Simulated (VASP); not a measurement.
Here is a VASP 6.6.1 calculation.

Contents of INCAR:

```
PREC     = Accurate       # precision mode
ENCUT    = 600            # plane-wave cutoff, eV
EDIFF    = 1E-6           # SCF threshold, eV
ISMEAR   = 0              # smearing method
SIGMA    = 0.1            # smearing width, eV
LREAL    = F              # projectors in reciprocal space
LASPH    = T              # aspherical terms in the spheres
NELM     = 60             # most SCF steps
ALGO     = Normal         # electronic algorithm
ISIF     = 3              # what is computed and relaxed
LWAVE    = F              # write WAVECAR
LCHARG   = F              # write CHGCAR
GGA      = PE             # functional
IBRION   = 2              # ionic algorithm
NSW      = 90             # ionic steps
EDIFFG   = -0.04          # ionic threshold
```

Contents of KPOINTS:

```
Automatic mesh
0
Gamma
  6 6 4
```

The input POSCAR:

```
AlH5
1.0
    3.1918482000      0.0000000000      0.0000000000
   -1.5959241000      2.7642216300      0.0000000000
    0.0000000000      0.0000000000      6.3922721000
Al H
1 5
Direct
    0.3333333300      0.6666666700      0.0000000000
    0.6666666700      0.3333333300      0.5000000000
    0.4495949100      0.5504050900      0.5000000000
    0.4495949100      0.8991898100      0.5000000000
    0.1008101900      0.5504050900      0.5000000000
    0.0000000000      0.0000000000      0.5000000000
```

Potentials or basis: VASP PAW PBE potentials, release 64 (Al, H).

The run is started by

```bash
$ cat potpaw_PBE.64/Al/POTCAR potpaw_PBE.64/H/POTCAR > POTCAR
$ mpirun -np 1 vasp_std > vasp.out
```

Question: Estimate the band gap on the k mesh.

Answer: Zero (band 4 reaches 6.37 eV, above the bottom of band 5 at 1.73 eV).

Question: What does it give for the space group after relaxing (to 0.05 Å)?

Answer: P-6m2 (No. 187).

Step by step:
```tsv
step	energy change (eV)	largest force (eV/Å)	pressure (GPa)	volume (Å³)
1	0.0000	0.0503	-3.81	56.40
2	-0.0450	0.0615	-2.94	54.59
3	-0.0803	0.2637	-0.76	51.77
4	-0.0808	0.2980	-0.38	51.37
5	-0.0953	0.1683	-0.18	50.54
6	-0.1012	0.0267	0.28	49.29
```

Caveat: the k points lie up to 0.40 Å⁻¹ apart in the final cell.
